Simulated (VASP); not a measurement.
# SnSe (Fm-3m) in VASP: notebook

The runs below take SnSe through relaxation of cell and atoms, single point, with PBE+D4, r2SCAN+D4, r2SCAN.

Everything below comes from runs of VASP 6.6.1. Logs are shortened: lines on timing, memory, paths and dates and some standing lists are left out, and cuts for length are marked.

**1. The cell of the first run**

Symmetry: Fm-3m, No. 225, cubic system. Conventional cell: a = 6.020 Å, b = 6.020 Å, c = 6.020 Å, α = 90.00°, β = 90.00°, γ = 90.00°. Sn (site symmetry m-3m) has 6 Se at 3.01 Å within 4.0 Å. Within 4.0 Å of Se (site symmetry m-3m) lie 6 Sn at 3.01 Å.

**2. Relaxation of cell and atoms, PBE+D4**

Input file INCAR:

```
  ALGO = Normal
  EDIFF = 1E-6
  EDIFFG = -0.01
  ENCUT = 600
  GGA = PE
  IBRION = 2
  ISIF = 3
  ISMEAR = -1
  IVDW = 13
  LASPH = True
  LCHARG = False
  LREAL = False
  LWAVE = False
  NELM = 60
  NSW = 60
  PREC = Accurate
  SIGMA = 0.05
```

Input file KPOINTS:

```
k-points
0
Gamma
  8 8 8
```

Input file POSCAR:

```
SnSe
1.0
    0.0000000000      3.0100000000      3.0100000000
    3.0100000000      0.0000000000      3.0100000000
    3.0100000000      3.0100000000      0.0000000000
Sn Se
1 1
Direct
    0.0000000000      0.0000000000      0.0000000000
    0.5000000000      0.5000000000      0.5000000000
```

Potentials or basis: VASP PAW PBE potentials, release 64 (Sn_d, Se).

Launch:

```bash
$ cat potpaw_PBE.64/Sn_d/POTCAR potpaw_PBE.64/Se/POTCAR > POTCAR
$ mpirun -np 1 vasp_std > vasp.out
```

OUTCAR:

```text
EDIFF = 1E-6
   EDIFFG = -0.01
   ENCUT = 600
   GGA = PE
   IBRION = 2
   ISIF = 3
   ISMEAR = -1
   IVDW = 13
   LASPH = True
   LREAL = False
   NELM = 60
   NSW = 60
   PREC = Accurate

 ion  position               nearest neighbor table
   1  0.000  0.000  0.000-   2 3.01   2 3.01   2 3.01   2 3.01   2 3.01   2 3.01
   2  0.500  0.500  0.500-   1 3.01   1 3.01   1 3.01   1 3.01   1 3.01   1 3.01

  LATTYP: Found a face centered cubic cell.
 ALAT       =     6.0200000000

  Lattice vectors:

 A1 = (   0.0000000000,   3.0100000000,   3.0100000000)
 A2 = (   3.0100000000,   0.0000000000,   3.0100000000)
 A3 = (   3.0100000000,   3.0100000000,   0.0000000000)

Analysis of symmetry for initial positions (statically):
=====================================================================
 Subroutine PRICEL returns:
 Original cell was already a primitive cell.

 Routine SETGRP: Setting up the symmetry group for a
 face centered cubic supercell.

 Subroutine GETGRP returns: Found 48 space group operations
[... 9 lines left out ...]

 Routine SETGRP: Setting up the symmetry group for a
 face centered cubic supercell.

 Subroutine GETGRP returns: Found 48 space group operations
[... 11 lines left out ...]
                                     Primitive cell

  volume of cell :      54.5418

  direct lattice vectors                    reciprocal lattice vectors
     0.000000000  3.010000000  3.010000000    -0.166112957  0.166112957  0.166112957
     3.010000000  0.000000000  3.010000000     0.166112957 -0.166112957  0.166112957
     3.010000000  3.010000000  0.000000000     0.166112957  0.166112957 -0.166112957

  length of vectors
     4.256782823  4.256782823  4.256782823     0.287716081  0.287716081  0.287716081

  position of ions in fractional coordinates (direct lattice)
     0.000000000  0.000000000  0.000000000
     0.500000000  0.500000000  0.500000000

  ion indices of the primitive-cell ions
   primitive index   ion index
                 1           1
                 2           2

----------------------------------------------------------------------------------------

 KPOINTS: k-points

Automatic generation of k-mesh.
 Grid dimensions read from file:
 generate k-points for:    8    8    8

 Generating k-lattice:

  Cartesian coordinates                     Fractional coordinates (reciprocal lattice)
    -0.020764120  0.020764120  0.020764120     0.125000000  0.000000000  0.000000000
     0.020764120 -0.020764120  0.020764120     0.000000000  0.125000000  0.000000000
     0.020764120  0.020764120 -0.020764120     0.000000000  0.000000000  0.125000000

  Length of vectors
     0.035964510  0.035964510  0.035964510

  Shift w.r.t. Gamma in fractional coordinates (k-lattice)
     0.000000000  0.000000000  0.000000000

 Subroutine IBZKPT returns following result:
 ===========================================

 Found     29 irreducible k-points:

 Following reciprocal coordinates:
            Coordinates               Weight
  0.000000  0.000000  0.000000      1.000000
  0.125000  0.000000  0.000000      8.000000
  0.250000  0.000000  0.000000      8.000000
  0.375000  0.000000  0.000000      8.000000
  0.500000  0.000000  0.000000      4.000000
  0.125000  0.125000  0.000000      6.000000
[... 16 lines left out ...]
  0.500000  0.250000  0.125000     48.000000
 -0.375000  0.250000  0.125000     24.000000
 [... further k-points ...]
   k-points           NKPTS =     29   k-points in BZ     NKDIM =     29   number of bands    NBANDS=     14
   number of dos      NEDOS =    301   number of ions     NIONS =      2
   total plane-waves  NPLWV =  46656
   dimension x,y,z NGX =    36 NGY =   36 NGZ =   36
   dimension x,y,z NGXF=    72 NGYF=   72 NGZF=   72
   ions per type =               1   1
   NGX,Y,Z   is equivalent  to a cutoff of  14.06, 14.06, 14.06 a.u.
   NGXF,Y,Z  is equivalent  to a cutoff of  28.12, 28.12, 28.12 a.u.
 SYSTEM =  unknown system
   PREC   = accura    normal or accurate (medium, high low for compatibility)
   ISTART =      0    job   : 0-new  1-cont  2-samecut
   ICHARG =      2    charge: 1-file 2-atom 10-const
   ISPIN  =      1    spin polarized calculation?
   LNONCOLLINEAR =      F non collinear calculations
   LSORBIT =      F    spin-orbit coupling
   LASPH  =      T    aspherical Exc in radial PAW
   ENCUT  =  600.0 eV  44.10 Ry    6.64 a.u.   8.50  8.50  8.50*2*pi/ulx,y,z
   NELM   =     60;   NELMIN=  2; NELMDL= -5     # of ELM steps
   EDIFF  = 0.1E-05   stopping-criterion for ELM
   LREAL  =      F    real-space projection
   EDIFFG = -.1E-01   stopping-criterion for IOM
   NSW    =     60    number of steps for IOM
   IBRION =      2    ionic relax: 0-MD 1-quasi-New 2-CG
   NFREE  =      1    steps in history (QN), initial steepest desc. (CG)
   ISIF   =      3    stress and relaxation
   ISYM   =      2    0-nonsym 1-usesym 2-fastsym
   POTIM  = 0.5000    time-step for ionic-motion
   TEBEG  =    0.0;   TEEND  =   0.0 temperature during run
   PSTRESS=    0.0 pullay stress
   NELECT =      20.0000    total number of electrons
   NUPDOWN=      -1.0000    fix difference up-down
   EMIN   =  10.00;   EMAX   =-10.00  energy-range for DOS
   EFERMI =   0.00;   METHOD = LEGACY
   ISMEAR =    -1;   SIGMA  =   0.05  broadening in eV -4-tet -1-fermi 0-gaus
   EFERMI_NEDOS =   21; number of points for ismear=-14 and -15
   IALGO  =     38    algorithm
   IMIX   =      4    mixing-type and parameters
     AMIX     =   0.40;   BMIX     =  1.00
     AMIX_MAG =   1.60;   BMIX_MAG =  1.00
  volume/ion in A,a.u.               =      27.27       184.03
  Fermi-wavevector in a.u.,A,eV,Ry     =   1.171768  2.214321 18.681350  1.373040
  Thomas-Fermi vector in A             =   2.308207
   LORBIT       =      0    0 simple, 1 ext, 2 COOP (PROOUT), +10 PAW based schemes
   GGA     = PE    functional components
   LHFCALC =     F    Hartree Fock is set to
   AEXX    =    0.0000 exact exchange contribution
   IVDW    =    13    specifies the selected vdW correction
   LEPSILON=     F    determine dielectric tensor
   LRPA    =     F    only Hartree local field effects (RPA)
 conjugate gradient relaxation of ions
 non-spin polarized calculation
  energy-cutoff  :      600.00
  volume of cell :       54.54
 maximum number of plane-waves:      1841
 NGX is ok and might be reduce to    36
   NGX = 17   NGY = 17   NGZ = 17

--------------------------------------- Ionic step        1  -------------------------------------------

 number of electron      19.9999999 magnetization

 Free energy of the ion-electron system (eV)
  ---------------------------------------------------
  ext. energy  EPLUGINS =         0.00000000
  ---------------------------------------------------
  free energy    TOTEN  =        -8.21903650 eV

  energy without entropy =       -8.21898690  energy(sigma->0) =       -8.21901170

------------------------ aborting loop because EDIFF is reached ----------------------------------------

  DFT-D4 for vdW energy calculation

  Edisp (eV):   -0.77592

  FORCE on cell =-STRESS in cart. coord.  units (eV):
  Direction    XX          YY          ZZ          XY          YZ          ZX
  --------------------------------------------------------------------------------------
  -------------------------------------------------------------------------------------
  Total      -0.39802    -0.39802    -0.39802     0.00000     0.00000     0.00000
  in kB     -11.69188   -11.69188   -11.69188     0.00000     0.00000     0.00000
  external pressure =      -11.69 kB  Pullay stress =        0.00 kB
[... 61 lines left out ...]
  energy  without entropy=       -8.9997381295  energy(sigma->0) =       -8.99975488

--------------------------------------- Ionic step        3  -------------------------------------------

 number of electron      19.9999998 magnetization

 Free energy of the ion-electron system (eV)
  ---------------------------------------------------
  ext. energy  EPLUGINS =         0.00000000
  ---------------------------------------------------
  free energy    TOTEN  =        -8.20556501 eV

  energy without entropy =       -8.20553033  energy(sigma->0) =       -8.20554767

 E-fermi :   6.1531     XC(G=0):  -9.7125

 val. band max:        5.8434813916   @ k =   0.5000   0.0000   0.0000
 cond. band min:       6.5361976664   @ k =   0.5000   0.0000   0.0000
 fundamental gap:      0.6927162748
 Fermi energy:         6.1530818278

 k-point     1 :       0.0000    0.0000    0.0000
  band No.  band energies     occupation
      1     -15.7371      2.00000
      2     -15.7371      2.00000
      3     -15.7371      2.00000
      4     -15.7360      2.00000
      5     -15.7360      2.00000
      6      -8.1731      2.00000
      7       0.8791      2.00000
      8       3.6026      2.00000
      9       3.6026      2.00000
     10       3.6026      2.00000
     11      10.2751      0.00000
     12      10.2751      0.00000
     13      10.2751      0.00000
     14      11.6996      0.00000
[... 375 lines left out ...]
 k-point    24 :      -0.3750    0.2500    0.1250
  band No.  band energies     occupation
      1     -15.7512      2.00000
      2     -15.7399      2.00000
      3     -15.7315      2.00000
      4     -15.7273      2.00000
      5     -15.7215      2.00000
      6      -7.0292      2.00000
      7      -1.8729      2.00000
      8       2.0230      2.00000
      9       2.5847      2.00000
     10       5.0852      2.00000
     11       6.8948      0.00000
     12       9.0241      0.00000
     13       9.9534      0.00000
     14      13.0847      0.00000

 [... further k-points ...]

------------------------ aborting loop because EDIFF is reached ----------------------------------------

  DFT-D4 for vdW energy calculation

  Edisp (eV):   -0.79438

  FORCE on cell =-STRESS in cart. coord.  units (eV):
  Direction    XX          YY          ZZ          XY          YZ          ZX
  --------------------------------------------------------------------------------------
  -------------------------------------------------------------------------------------
  Total       0.01290     0.01290     0.01290     0.00000     0.00000     0.00000
  in kB       0.38841     0.38841     0.38841     0.00000     0.00000     0.00000
  external pressure =        0.39 kB  Pullay stress =        0.00 kB
[... 17 lines left out ...]
  FREE ENERGIE OF THE ION-ELECTRON SYSTEM (eV)
  ---------------------------------------------------
  free  energy   TOTEN  =        -8.9999452457 eV

  energy  without entropy=       -8.9999105637  energy(sigma->0) =       -8.99992790

 reached required accuracy - stopping structural energy minimisation
```

Run time: 2.1 min. Hardware: 1 thread of AMD EPYC 7R13, shared host; peak memory 0.2 GiB.

Results:

- Free energy: -8.9999 eV
- Relaxed volume: 26.61 Å³/atom
- Relaxed cell: a = 4.222 Å, b = 4.222 Å, c = 4.222 Å, α = 60.00°, β = 60.00°, γ = 60.00°
- Space group after relaxing (to 0.05 Å): Fm-3m (No. 225)
- Energy gained by relaxing: 2.5 meV/atom
- Ionic steps: 3
- Pressure after relaxing: 0.0 GPa
- Band gap on the k mesh: 0.69 eV, direct
- Dispersion energy per atom: -0.397 eV

The path:
```csv
step,energy change (eV),largest force (eV/Å),pressure (GPa),volume (Å³)
1,0.0000,0.0000,-1.17,54.54
2,-0.0048,0.0000,0.22,52.99
3,-0.0050,0.0000,0.04,53.21
```

Final structure:
```xyz
2
Lattice="0.0000 2.9853 2.9853 2.9853 0.0000 2.9853 2.9853 2.9853 0.0000" Properties=species:S:1:pos:R:3 pbc="T T T"
Sn    0.0000    0.0000    0.0000
Se    2.9853    2.9853    2.9853
```

Levels at points of the mesh, in eV from the valence-band top:
```csv
k point,band 6,band 7,band 8,band 9,band 10,band 11,band 12,band 13,band 14
"(0.00, 0.00, 0.00)",-14.02,-4.96,-2.24,-2.24,-2.24,4.43,4.43,4.43,5.86
"(0.50, 0.00, 0.00)",-13.03,-8.15,-1.99,-1.99,0.00,0.69,1.26,1.26,8.34
"(0.50, 0.50, 0.00)",-12.73,-5.99,-5.62,-3.73,-3.73,2.96,5.51,5.51,6.15
```

Caveat: spin-orbit coupling is left out, which moves the levels of the heavy elements. A k mesh can miss the band edges.

**3. Single point, r2SCAN+D4**

This run uses another cell than the first one, of 26.73 Å³/atom, 0.980 times its volume.

Input file POSCAR:

```
SnSe
1.0
    0.0000000000      2.9897980490      2.9897980490
    2.9897980490      0.0000000000      2.9897980490
    2.9897980490      2.9897980490      0.0000000000
Sn Se
1 1
Direct
    0.0000000000      0.0000000000      0.0000000000
    0.5000000000      0.5000000000      0.5000000000
```

Input file INCAR.step1:

```
  ALGO = Normal
  EDIFF = 1E-4
  ENCUT = 520
  GGA = PE
  ISMEAR = -1
  LASPH = True
  LCHARG = False
  LREAL = False
  LWAVE = True
  NBANDS = 17
  NELM = 80
  PREC = Accurate
  SIGMA = 0.05
```

Input file INCAR.step2:

```
  ALGO = Normal
  EDIFF = 1E-6
  ENCUT = 520
  ISIF = 2
  ISMEAR = -1
  ISTART = 1
  IVDW = 13
  LASPH = True
  LCHARG = False
  LMIXTAU = True
  LREAL = False
  LWAVE = False
  METAGGA = R2SCAN
  NBANDS = 17
  NELM = 80
  PREC = Accurate
  SIGMA = 0.05
  VDW_A1 = 0.51559235
  VDW_A2 = 5.77342911
  VDW_S6 = 1.0
  VDW_S8 = 0.6018749
```

KPOINTS is that of step 2.

Potentials or basis: VASP PAW PBE potentials, release 64 (Sn_d, Se).

Launch:

```bash
$ cat potpaw_PBE.64/Sn_d/POTCAR potpaw_PBE.64/Se/POTCAR > POTCAR
$ cp INCAR.step1 INCAR
$ mpirun -np 1 vasp_std > vasp.out
$ cp INCAR.step2 INCAR
$ mpirun -np 1 vasp_std > vasp.out
```

It took 2.9 min on 1 thread of AMD EPYC 7R13, shared host; peak memory 0.17 GiB.

The run converged. Its results:

| Property | Result |
| --- | --- |
| Free energy | -40.1468 eV |
| Pressure | 0.2 GPa |
| Band gap on the k mesh | 0.55 eV, direct |
| Dispersion energy per atom | -0.136 eV |

Levels at points of the mesh, in eV from the valence-band top:
| k point | band 8 | band 9 | band 10 | band 11 | band 12 | band 13 |
| --- | --- | --- | --- | --- | --- | --- |
| (0.00, 0.00, 0.00) | -2.69 | -2.69 | -2.69 | 4.45 | 4.45 | 4.45 |
| (0.50, 0.00, 0.00) | -2.42 | -2.42 | 0.00 | 0.55 | 1.13 | 1.13 |
| (0.50, 0.50, 0.00) | -6.08 | -4.19 | -4.19 | 3.05 | 5.59 | 5.59 |

Caveat: the PAW data sets were made with another functional, which shifts forces and pressure a little; spin-orbit coupling is left out, which moves the levels of the heavy elements.

(Part 1 of 2 ends here.)
